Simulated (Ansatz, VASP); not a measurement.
# One calculation of P, two programs

```
P
1.0
    -1.74226    2.59062    1.83106
     1.74226   -2.59062    1.83106
     1.74226    2.59062   -1.83106
P
2
Direct
  0.80331 0.05331 0.75000
  0.19669 0.94669 0.25000
```

Change from the starting cell: strain +0.030 along x and y, -0.015 along z, atoms carried along.

Alike in both runs: task single point; functional PBEsol; k mesh 18 × 18 × 18; occupations gaussian, width 0.15 eV; no spin polarisation.

|  | VASP | Ansatz |
| --- | --- | --- |
| version | VASP 6.6.1 | Ansatz 0.2.0 |
| potentials or method | VASP PAW PBE potentials, release 64 (P), cutoff 520 eV | scalar-relativistic, plane waves, PAW |
| valence electrons in the cell | 10 | 10 |

```csv
,VASP,Ansatz,Ansatz less VASP
gap on the k mesh at the Fermi level (eV),none,none,-
pressure (GPa),-5.2,-5.2,-0.02
"traceless stress, the component that is largest in VASP (GPa)",4.85,4.81,-0.040
rms of the force components (eV/Å),0.177,0.195,+0.0180
```

VASP's potentials were made for PBE, not for PBEsol. Atom by atom the forces differ by 0.018 eV/Å (rms over components). A gap of «none» marks a metal or a gap that the smearing closes. The functional is the same, so the differences come from potentials, cutoffs and numerics.
